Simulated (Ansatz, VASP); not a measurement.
**One calculation of P, two programs**

The input INCAR:

```
SYSTEM = P
  ALGO = Normal
  EDIFF = 1E-6
  ENCUT = 520
  GGA = PE
  ISIF = 2
  ISMEAR = 1
  LASPH = .TRUE.
  LCHARG = .TRUE.
  LELF = .TRUE.
  LREAL = .FALSE.
  LVHAR = .TRUE.
  LWAVE = .FALSE.
  NBANDS = 12
  NELM = 60
  PREC = Accurate
  SIGMA = 0.3
```

Contents of KPOINTS:

```
k-points
0
G
  18 18 10
  0 0 0
```

POSCAR

```
P
1.0
    2.4246941115      0.0000000000      0.0000000000
    0.0000000000      2.4385351442      0.0000000000
   -0.0203144631      0.0000000000      4.8524328982
P
2
Direct
    0.9999999700      0.0000000000      0.2505746400
    0.0000000300      0.0000000000      0.7494253600
```

Input for Ansatz:

```yaml
crystal:
  lattice:
    - [2.4246941115, 0.0, 0.0]
    - [0.0, 2.4385351442, 0.0]
    - [-0.0203144631, 0.0, 4.8524328982]
  atoms:
    - { symbol: P, position: [0.99999997, 0.0, 0.25057464] }
    - { symbol: P, position: [3.0e-08, 0.0, 0.74942536] }
basis:
  ecutwfc: 420
kpoints:
  mp_grid: { grid: [18, 18, 10] }
hamiltonian:
  xc: pbe
scf:
  occupations: { method: cold, width: 0.3 }
output:
  forces: true
  stress: true
  eigenvalues: true
```

Alike in both runs: task single point; functional PBE; k mesh 18 × 18 × 10; no spin polarisation.

```csv
,VASP,Ansatz
version,VASP 6.6.1,Ansatz 0.2.0
potentials or method,"VASP PAW PBE potentials, release 64 (P), cutoff 520 eV","scalar-relativistic, plane waves, PAW"
occupations,"methfessel-paxton of order 1, width 0.3 eV","cold, width 0.3 eV"
valence electrons in the cell,10,10
```

```tsv
	VASP	Ansatz	Ansatz less VASP
gap on the k mesh at the Fermi level (eV)	none	none	-
pressure (GPa)	2.2	2.6	+0.31
traceless stress, the component that is largest in VASP (GPa)	-2.11	-1.86	+0.244
rms of the force components (eV/Å)	0.004	0.005	+0.0010
```

Atom by atom the forces differ by 0.001 eV/Å (rms over components). A gap of «none» marks a metal or a gap that the smearing closes.
